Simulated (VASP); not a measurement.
# Cu2O (Pn-3m) in VASP: vibrations by perturbation theory with PBEsol

Aim: the vibrations by perturbation theory of Cu2O with PBEsol.

All numbers are computed with VASP 6.6.1; they aren't measurements. Logs are shortened: lines on timing, memory, paths and dates and some standing lists are left out, and cuts for length are marked.

## (1) The cell of the first run

Symmetry: Pn-3m, No. 224, cubic system. Conventional cell: a = 4.222 Å, b = 4.222 Å, c = 4.222 Å, α = 90.00°, β = 90.00°, γ = 90.00°. Cu (site symmetry -3m) has 2 O at 1.83 Å within 2.4 Å. O (site symmetry -43m) has 4 Cu at 1.83 Å within 2.4 Å.

## (2) Vibrations by perturbation theory, PBEsol

The input, INCAR:

```
PREC     = Accurate       # precision mode
ENCUT    = 600            # plane-wave cutoff, eV
EDIFF    = 1E-8           # SCF threshold, eV
ISMEAR   = 0              # smearing method
SIGMA    = 0.01           # smearing width, eV
LREAL    = False          # projectors in reciprocal space
LASPH    = True           # aspherical terms in the spheres
NELM     = 120            # most SCF steps
ALGO     = Normal         # electronic algorithm
ISIF     = 2              # what is computed and relaxed
LWAVE    = False          # write WAVECAR
LCHARG   = True           # write CHGCAR
GGA      = PS             # functional
IBRION   = 8              # ionic algorithm
NSW      = 1              # ionic steps
LEPSILON = True           # dielectric tensor by DFPT
GGA_COMPAT= False
```

The input, KPOINTS:

```
Automatic mesh
0
Gamma
  8 8 8
```

The input, POSCAR:

```
Cu2O
1.0
    4.2222358764      0.0000000000      0.0000000000
    0.0000000000      4.2222358764      0.0000000000
    0.0000000000      0.0000000000      4.2222358764
Cu O
4 2
Direct
    0.2500000000      0.2500000000      0.2500000000
    0.2500000000      0.7500000000      0.7500000000
    0.7500000000      0.7500000000      0.2500000000
    0.7500000000      0.2500000000      0.7500000000
    0.0000000000      0.0000000000      0.0000000000
    0.5000000000      0.5000000000      0.5000000000
```

Potentials or basis: VASP PAW PBE potentials, release 64 (Cu, O).

Launch:

```
$ cat potpaw_PBE.64/Cu/POTCAR potpaw_PBE.64/O/POTCAR > POTCAR
$ mpirun -np 1 vasp_std > vasp.out
```

OUTCAR:

```text
PREC = Accurate
   ENCUT = 600
   EDIFF = 1E-8
   ISMEAR = 0
   LREAL = False
   LASPH = True
   NELM = 120
   ISIF = 2
   GGA = PS
   IBRION = 8
   NSW = 1
   LEPSILON = True

 ion  position               nearest neighbor table
   1  0.250  0.250  0.250-   5 1.83   6 1.83
   2  0.250  0.750  0.750-   5 1.83   6 1.83
   3  0.750  0.750  0.250-   5 1.83   6 1.83
   4  0.750  0.250  0.750-   5 1.83   6 1.83
   5  0.000  0.000  0.000-   1 1.83   2 1.83   3 1.83   4 1.83
   6  0.500  0.500  0.500-   1 1.83   2 1.83   3 1.83   4 1.83

  LATTYP: Found a simple cubic cell.
 ALAT       =     4.2222358764

  Lattice vectors:

 A1 = (   4.2222358764,   0.0000000000,   0.0000000000)
 A2 = (   0.0000000000,   4.2222358764,   0.0000000000)
 A3 = (   0.0000000000,   0.0000000000,   4.2222358764)

Analysis of symmetry for initial positions (statically):
=====================================================================
 Subroutine PRICEL returns:
 Original cell was already a primitive cell.

 Routine SETGRP: Setting up the symmetry group for a
 simple cubic supercell.

 Subroutine GETGRP returns: Found 48 space group operations
 (whereof 24 operations were pure point group operations)
 out of a pool of 48 trial point group operations.

The static configuration has the point symmetry T_d .
 The point group associated with its full space group is O_h .

Analysis of symmetry for dynamics (positions and initial velocities):
=====================================================================
 Subroutine PRICEL returns:
 Original cell was already a primitive cell.

 Routine SETGRP: Setting up the symmetry group for a
 simple cubic supercell.

 Subroutine GETGRP returns: Found 48 space group operations
 (whereof 24 operations were pure point group operations)
 out of a pool of 48 trial point group operations.

The dynamic configuration has the point symmetry T_d .
 The point group associated with its full space group is O_h .

 Subroutine INISYM returns: Found 48 space group operations
 (whereof 24 operations are pure point group operations),
 and found     1 'primitive' translations

----------------------------------------------------------------------------------------

                                     Primitive cell

  volume of cell :      75.2710

  direct lattice vectors                    reciprocal lattice vectors
     4.222235876  0.000000000  0.000000000     0.236841339  0.000000000  0.000000000
     0.000000000  4.222235876  0.000000000     0.000000000  0.236841339  0.000000000
     0.000000000  0.000000000  4.222235876     0.000000000  0.000000000  0.236841339

  length of vectors
     4.222235876  4.222235876  4.222235876     0.236841339  0.236841339  0.236841339

  position of ions in fractional coordinates (direct lattice)
     0.250000000  0.250000000  0.250000000
     0.250000000  0.750000000  0.750000000
     0.750000000  0.750000000  0.250000000
[... 1077 lines left out ...]
  free energy    TOTEN  =        -0.36598999 eV

  energy without entropy =       -0.36598999

------------------------ aborting loop because EDIFF is reached ----------------------------------------

 INTERNAL STRAIN TENSOR  FOR ION    5  DIRECTION 1   (eV/Angst):
 -----------------------------------------------------------------------------
     0.00266  0.00000  0.00000
     0.00000 -0.00089 17.18002
     0.00000 17.18002 -0.00089

 MACROSCOPIC STATIC DIELECTRIC TENSOR (including local field effects in DFT)
 ------------------------------------------------------
           9.919908    -0.000000    -0.000000
           0.000000     9.919908    -0.000000
           0.000000    -0.000000     9.919908
 ------------------------------------------------------

 PIEZOELECTRIC TENSOR (including local field effects)  for field in x, y, z        (e  Angst)
          XX          YY          ZZ          XY          YZ          ZX
  --------------------------------------------------------------------------------
  x    -0.00000     0.00000     0.00000     0.00000    -0.00000    -0.00000
  y    -0.00000     0.00000     0.00000     0.00000     0.00000    -0.00000
  z    -0.00000    -0.00000    -0.00000    -0.00000     0.00000     0.00000

 PIEZOELECTRIC TENSOR (including local field effects)  for field in x, y, z        (C/m^2)
          XX          YY          ZZ          XY          YZ          ZX
  --------------------------------------------------------------------------------
  x    -0.00000     0.00000     0.00000     0.00000    -0.00000    -0.00000
  y    -0.00000     0.00000     0.00000     0.00000     0.00000    -0.00000
  z    -0.00000    -0.00000    -0.00000    -0.00000     0.00000     0.00000

 BORN EFFECTIVE CHARGES (including local field effects) (in |e|, cummulative output)
 ---------------------------------------------------------------------------------
 ion    1
    1     0.84986     0.38729     0.38729
    2     0.38729     0.84986     0.38729
    3     0.38729     0.38729     0.84986
 ion    2
    1     0.84986    -0.38729    -0.38729
    2    -0.38729     0.84986     0.38729
    3    -0.38729     0.38729     0.84986
 ion    3
    1     0.84986     0.38729    -0.38729
    2     0.38729     0.84986    -0.38729
    3    -0.38729    -0.38729     0.84986
 ion    4
    1     0.84986    -0.38729     0.38729
    2    -0.38729     0.84986    -0.38729
    3     0.38729    -0.38729     0.84986
 ion    5
    1    -1.69973     0.00000    -0.00000
    2     0.00000    -1.69973    -0.00000
    3     0.00000     0.00000    -1.69973
 ion    6
    1    -1.69973     0.00000    -0.00000
    2     0.00000    -1.69973    -0.00000
    3     0.00000    -0.00000    -1.69973

 INTERNAL STRAIN TENSOR FOR ION    6 for displacements in x,y,z  (eV/Angst):
          X           Y           Z          XY          YZ          ZX
  --------------------------------------------------------------------------------
  x    -0.00000     0.00000     0.00000     0.00000   -17.18002    -0.00000
  y     0.00000     0.00000     0.00000     0.00000     0.00000   -17.18002
  z     0.00000     0.00000    -0.00000   -17.18002     0.00000     0.00000

 SECOND DERIVATIVES (NOT SYMMETRIZED)
 ------------------------------------
               1X          1Y          1Z          2X          2Y          2Z          3X          3Y          3Z          4X          4Y          4Z          5X          5Y          5Z          6X          6Y          6Z
  1X   -10.211100   -8.650993   -8.650993   -0.471858    0.287869    0.287869    0.396098    0.662724   -0.287712    0.396098   -0.287712    0.662724    4.945380    3.994056    3.994056    4.945380    3.994056    3.994056
  1Y    -8.650993  -10.211100   -8.650993   -0.287712    0.396098    0.662724    0.662724    0.396098   -0.287712    0.287869   -0.471858    0.287869    3.994056    4.945380    3.994056    3.994056    4.945380    3.994056
  1Z    -8.650993   -8.650993  -10.211100   -0.287712    0.662724    0.396098    0.287869    0.287869   -0.471858    0.662724   -0.287712    0.396098    3.994056    3.994056    4.945380    3.994056    3.994056    4.945380
  2X    -0.471858   -0.287869   -0.287869  -10.211100    8.650993    8.650993    0.396098    0.287712   -0.662724    0.396098   -0.662724    0.287712    4.945380   -3.994056   -3.994056    4.945380   -3.994056   -3.994056
  2Y     0.287712    0.396098    0.662724    8.650993  -10.211100   -8.650993   -0.287869   -0.471858    0.287869   -0.662724    0.396098   -0.287712   -3.994056    4.945380    3.994056   -3.994056    4.945380    3.994056
  2Z     0.287712    0.662724    0.396098    8.650993   -8.650993  -10.211100   -0.662724   -0.287712    0.396098   -0.287869    0.287869   -0.471858   -3.994056    3.994056    4.945380   -3.994056    3.994056    4.945380
  3X     0.396098    0.662724    0.287712    0.396098   -0.287712   -0.662724  -10.211100   -8.650993    8.650993   -0.471858    0.287869   -0.287869    4.945380    3.994056   -3.994056    4.945380    3.994056   -3.994056
  3Y     0.662724    0.396098    0.287712    0.287869   -0.471858   -0.287869   -8.650993  -10.211100    8.650993   -0.287712    0.396098   -0.662724    3.994056    4.945380   -3.994056    3.994056    4.945380   -3.994056
  3Z    -0.287869   -0.287869   -0.471858   -0.662724    0.287712    0.396098    8.650993    8.650993  -10.211100    0.287712   -0.662724    0.396098   -3.994056   -3.994056    4.945380   -3.994056   -3.994056    4.945380
  4X     0.396098    0.287712    0.662724    0.396098   -0.662724   -0.287712   -0.471858   -0.287869    0.287869  -10.211100    8.650993   -8.650993    4.945380   -3.994056    3.994056    4.945380   -3.994056    3.994056
  4Y    -0.287869   -0.471858   -0.287869   -0.662724    0.396098    0.287712    0.287712    0.396098   -0.662724    8.650993  -10.211100    8.650993   -3.994056    4.945380   -3.994056   -3.994056    4.945380   -3.994056
  4Z     0.662724    0.287712    0.396098    0.287869   -0.287869   -0.471858   -0.287712   -0.662724    0.396098   -8.650993    8.650993  -10.211100    3.994056   -3.994056    4.945380    3.994056   -3.994056    4.945380
  5X     4.957506    3.994900    3.994900    4.957506   -3.994900   -3.994900    4.957506    3.994900   -3.994900    4.957506   -3.994900    3.994900  -18.489709    0.000000   -0.000000   -1.340315    0.000000   -0.000000
  5Y     3.994900    4.957506    3.994900   -3.994900    4.957506    3.994900    3.994900    4.957506   -3.994900   -3.994900    4.957506   -3.994900   -0.000000  -18.489709   -0.000000   -0.000000   -1.340315   -0.000000
  5Z     3.994900    3.994900    4.957506   -3.994900    3.994900    4.957506   -3.994900   -3.994900    4.957506    3.994900   -3.994900    4.957506    0.000000   -0.000000  -18.489709    0.000000   -0.000000   -1.340315
  6X     4.957506    3.994900    3.994900    4.957506   -3.994900   -3.994900    4.957506    3.994900   -3.994900    4.957506   -3.994900    3.994900   -1.340315    0.000000   -0.000000  -18.489709    0.000000   -0.000000
  6Y     3.994900    4.957506    3.994900   -3.994900    4.957506    3.994900    3.994900    4.957506   -3.994900   -3.994900    4.957506   -3.994900   -0.000000   -1.340315   -0.000000   -0.000000  -18.489709   -0.000000
  6Z     3.994900    3.994900    4.957506   -3.994900    3.994900    4.957506   -3.994900   -3.994900    4.957506    3.994900   -3.994900    4.957506    0.000000   -0.000000   -1.340315    0.000000   -0.000000  -18.489709

 Eigenvectors and eigenvalues of the dynamical matrix
 ----------------------------------------------------

   1 f  =   19.832798 THz   124.613144 2PiTHz  661.550927 cm-1    82.021824 meV
             X         Y         Z           dx          dy          dz
      1.055559  1.055559  1.055559    -0.132214   -0.132214   -0.154916
      1.055559  3.166677  3.166677     0.132214   -0.132214   -0.154916
      3.166677  3.166677  1.055559     0.132214    0.132214   -0.154916
      3.166677  1.055559  3.166677    -0.132214    0.132214   -0.154916
      0.000000  0.000000  0.000000    -0.000000   -0.000000    0.618126
      2.111118  2.111118  2.111118    -0.000000   -0.000000    0.618126
[... 145 lines left out ...]
  18 f/i=    0.012303 THz     0.077304 2PiTHz    0.410394 cm-1     0.050882 meV
             X         Y         Z           dx          dy          dz
      1.055559  1.055559  1.055559    -0.019888   -0.004705   -0.470891
      1.055559  3.166677  3.166677    -0.021433   -0.004772   -0.470958
      3.166677  3.166677  1.055559    -0.021415   -0.006233   -0.470976
      3.166677  1.055559  3.166677    -0.019906   -0.006300   -0.470909
      0.000000  0.000000  0.000000    -0.010327   -0.002751   -0.235400
      2.111118  2.111118  2.111118    -0.010327   -0.002751   -0.235400

--------------------------------------------------------------------------------------------------------

 MACROSCOPIC STATIC DIELECTRIC TENSOR IONIC CONTRIBUTION
 ------------------------------------------------------
           1.006445    -0.000000    -0.000000
          -0.000000     1.006445     0.000000
          -0.000000     0.000000     1.006445
 ------------------------------------------------------

 ELASTIC MODULI CONTR FROM IONIC RELAXATION (kBar)
 Direction    XX          YY          ZZ          XY          YZ          ZX
 --------------------------------------------------------------------------------
 XX          -0.0000      0.0000     -0.0000     -0.0000     -0.0000     -0.0000
 YY           0.0000     -0.0000      0.0000      0.0000      0.0000      0.0000
 ZZ          -0.0000      0.0000     -0.0000     -0.0000     -0.0000     -0.0000
 XY          -0.0000      0.0000     -0.0000   -732.6753     -0.0000     -0.0000
 YZ          -0.0000      0.0000     -0.0000     -0.0000   -732.6753     -0.0000
 ZX          -0.0000      0.0000     -0.0000     -0.0000     -0.0000   -732.6753
 --------------------------------------------------------------------------------

 PIEZOELECTRIC TENSOR IONIC CONTR  for field in x, y, z        (C/m^2)
          XX          YY          ZZ          XY          YZ          ZX
  --------------------------------------------------------------------------------
  x    -0.00000    -0.00000     0.00000     0.00000    -0.00000     0.00000
  y     0.00000     0.00000     0.00000     0.00000     0.00000    -0.00000
  z     0.00000    -0.00000    -0.00000    -0.00000     0.00000     0.00000
```

Run time: 45 min. Hardware: 1 thread of Oxide Virtual Turin-like, shared host; peak memory 0.95 GiB.

What came out:

| Quantity | Value |
| --- | --- |
| Electronic dielectric tensor (diagonal) | 9.92 |
| Born charges (mean of the diagonal) | Cu +0.85; O -1.70 e |
| Highest phonon frequency at Γ, LO-TO splitting left out | 662 cm⁻¹ |

Phonon frequencies in cm⁻¹ (negative: imaginary):
| q point | frequencies |
| --- | --- |
| (0.000, 0.000, 0.000) | 0 0 0 65 65 65 82 82 144 144 144 366 540 540 540 662 662 662 |

Electronic dielectric tensor:
```
9.92 0.00 0.00
0.00 9.92 0.00
0.00 0.00 9.92
```

Born effective charge tensors (e):
atom 1, Cu
```
0.85 0.39 0.39
0.39 0.85 0.39
0.39 0.39 0.85
```
atom 2, Cu
```
 0.85 -0.39 -0.39
-0.39  0.85  0.39
-0.39  0.39  0.85
```
atom 3, Cu
```
 0.85  0.39 -0.39
 0.39  0.85 -0.39
-0.39 -0.39  0.85
```
atom 4, Cu
```
 0.85 -0.39  0.39
-0.39  0.85 -0.39
 0.39 -0.39  0.85
```
atom 5, O
```
-1.70  0.00  0.00
 0.00 -1.70  0.00
 0.00  0.00 -1.70
```
atom 6, O
```
-1.70  0.00  0.00
 0.00 -1.70  0.00
 0.00  0.00 -1.70
```
